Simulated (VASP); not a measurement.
A run of VASP 6.6.1 is set up as follows.

Contents of INCAR:

```
PREC     = Accurate       # precision mode
ENCUT    = 520            # plane-wave cutoff, eV
EDIFF    = 1E-7           # SCF threshold, eV
ISMEAR   = 0              # smearing method
SIGMA    = 0.15           # smearing width, eV
LREAL    = F              # projectors in reciprocal space
LASPH    = T              # aspherical terms in the spheres
NELM     = 60             # most SCF steps
ALGO     = Fast           # electronic algorithm
ISIF     = 2              # what is computed and relaxed
LWAVE    = F              # write WAVECAR
LCHARG   = F              # write CHGCAR
GGA      = CA             # functional
NBANDS   = 11             # bands
```

KPOINTS

```
Automatic mesh
0
Gamma
  20 20 20
```

File POSCAR:

```
Pt
1.0
    0.0000000000      1.9468328700      1.9809024452
    1.8932949661      0.0000000000      1.9809024452
    1.8932949661      1.9468328700      0.0000000000
Pt
1
Direct
    0.0000000000      0.0000000000      0.0000000000
```

Potentials or basis: VASP PAW LDA potentials, release 64 (Pt).

The run is started by

```bash
$ cat potpaw_LDA.64/Pt/POTCAR > POTCAR
$ mpirun -np 1 vasp_std > vasp.out
```

Task: What does it give for the pressure?

Result: 4.5 GPa.

Task: What does it give for the band gap on the k mesh?

Result: Zero (band 5 reaches 12.53 eV, above the bottom of band 6 at 9.95 eV).

Stress tensor (GPa, compression positive):
```
6.91 0.00 0.00
0.00 4.60 0.00
0.00 0.00 1.99
```

Caveat: the cell differs from its parent crystal (normal strain along x -0.0275, normal strain along z +0.0175); spin-orbit coupling is left out, which moves the levels of the heavy elements.
